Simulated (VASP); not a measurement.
A run of VASP 6.6.1:

INCAR

```
SYSTEM = PmP
ALGO     = Normal         ! electronic algorithm
EDIFF    = 1E-7           ! SCF threshold, eV
ENCUT    = 520            ! plane-wave cutoff, eV
GGA      = PS             ! functional
ISIF     = 2              ! what is computed and relaxed
ISMEAR   = 0              ! smearing method
ISPIN    = 2              ! spin polarisation
LASPH    = .True.         ! aspherical terms in the spheres
LCHARG   = .True.         ! write CHGCAR
LELF     = .True.         ! ELF
LMAXMIX  = 6              ! l up to which the mixer works
LORBIT   = 11             ! projections on sites
LREAL    = .False.        ! projectors in reciprocal space
LVHAR    = .True.       
LWAVE    = .False.        ! write WAVECAR
MAGMOM   = 4.71 0         ! initial moments
NBANDS   = 21             ! bands
NELM     = 150            ! most SCF steps
PREC     = Accurate       ! precision mode
SIGMA    = 0.05           ! smearing width, eV
```

The input KPOINTS:

```
k-points
0
Gamma
  10 10 10
  0 0 0
```

POSCAR

```
PmP
1.0
    3.4693564036      0.0000000000      0.0000000000
    0.0000000000      3.4693564036      0.0000000000
    0.0000000000      0.0000000000      3.4693564036
Pm P
1 1
Direct
    0.0000000000      0.0000000000      0.0000000000
    0.5000000000      0.5000000000      0.5000000000
```

Potentials or basis: VASP PAW PBE potentials, release 64 (Pm, P).

Run with:

```sh
$ cat potpaw_PBE.64/Pm/POTCAR potpaw_PBE.64/P/POTCAR > POTCAR
$ mpirun -np 1 vasp_std > vasp.out
```

Hardware: 1 thread of Intel(R) Xeon(R) 6975P-C (Granite Rapids) (shared host).

Task: Estimate the wall time of this run.

Result: Wall time 64 s on 1 thread of Intel(R) Xeon(R) 6975P-C (Granite Rapids) (shared host), peak memory 0.23 GiB. Counts: scf iterations 19, k points 56.
